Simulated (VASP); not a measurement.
A run of VASP 6.6.1:

INCAR

```
PREC = Accurate ; ENCUT = 600
EDIFF = 1E-7 ; ISMEAR = -1
SIGMA = 0.1 ; LREAL = False
LASPH = True ; NELM = 80
ALGO = Normal ; ISIF = 3
LWAVE = False ; LCHARG = False
GGA = B5 ; ALDAX = 1.0
AGGAX = 1.0 ; AGGAC = 1.0
ALDAC = 0.0 ; IBRION = 2
NSW = 80 ; EDIFFG = -0.01
LUSENCCL = False
```

KPOINTS

```
Automatic mesh
0
Gamma
  6 6 6
```

POSCAR

```
Ru
1.0
    4.7686371176      0.0000000000      0.0000000000
    0.0000000000      4.7686371176      0.0000000000
    0.0000000000      0.0000000000      4.7686371176
Ru
8
Direct
    0.0000000000      0.0000000000      0.0000000000
    0.5000000000      0.5000000000      0.5000000000
    0.2500000000      0.0000000000      0.5000000000
    0.7500000000      0.0000000000      0.5000000000
    0.5000000000      0.2500000000      0.0000000000
    0.5000000000      0.7500000000      0.0000000000
    0.0000000000      0.5000000000      0.2500000000
    0.0000000000      0.5000000000      0.7500000000
```

Potentials or basis: VASP PAW PBE potentials, release 64 (Ru_pv).

The run is started by

```console
$ cat potpaw_PBE.64/Ru_pv/POTCAR > POTCAR
$ mpirun -np 1 vasp_std > vasp.out
```

Hardware: 1 × NVIDIA H100 80GB with 1 thread of Intel(R) Xeon(R) Platinum 8481C CPU @ 2.70GHz (Sapphire Rapids) (shared host).

Question: How long does it take, and how much memory?

Answer: Run time: 12 min on 1 × NVIDIA H100 80GB with 1 thread of Intel(R) Xeon(R) Platinum 8481C CPU @ 2.70GHz (Sapphire Rapids) (shared host), peak memory 1.4 GiB. Counts: scf iterations 71, k points 20, ion steps 7.
